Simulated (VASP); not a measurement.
Input of a VASP 6.6.1 run:

Contents of INCAR:

```
SYSTEM = AlN
ALGO     = Normal         ! electronic algorithm
EDIFF    = 1E-6           ! SCF threshold, eV
ENCUT    = 520            ! plane-wave cutoff, eV
GGA      = PS             ! functional
ISIF     = 2              ! what is computed and relaxed
ISMEAR   = -1             ! smearing method
LASPH    = .True.         ! aspherical terms in the spheres
LCHARG   = .True.         ! write CHGCAR
LELF     = .True.         ! ELF
LREAL    = .False.        ! projectors in reciprocal space
LVHAR    = .True.       
LWAVE    = .False.        ! write WAVECAR
NBANDS   = 11             ! bands
NELM     = 60             ! most SCF steps
PREC     = Accurate       ! precision mode
SIGMA    = 0.05           ! smearing width, eV
```

The input KPOINTS:

```
k-points
0
Gamma
  10 10 10
  0 0 0
```

Contents of POSCAR:

```
AlN
1.0
    0.0000000000      2.1552385096      2.1552385096
    2.1552385096      0.0000000000      2.1552385096
    2.1552385096      2.1552385096      0.0000000000
Al N
1 1
Direct
    0.0000000000      0.0000000000      0.0000000000
    0.2500000000      0.2500000000      0.2500000000
```

Potentials or basis: VASP PAW PBE potentials, release 64 (Al, N).

Launch:

```console
$ cat potpaw_PBE.64/Al/POTCAR potpaw_PBE.64/N/POTCAR > POTCAR
$ mpirun -np 1 vasp_std > vasp.out
```

Q: Predict the band gap on the k mesh.

A: 3.20 eV, indirect (least direct gap 4.49 eV).

Q: Estimate the pressure.

A: 10.2 GPa.

Caveat: the PAW data sets were made with another functional, which shifts forces and pressure a little. A k mesh can miss the band edges.
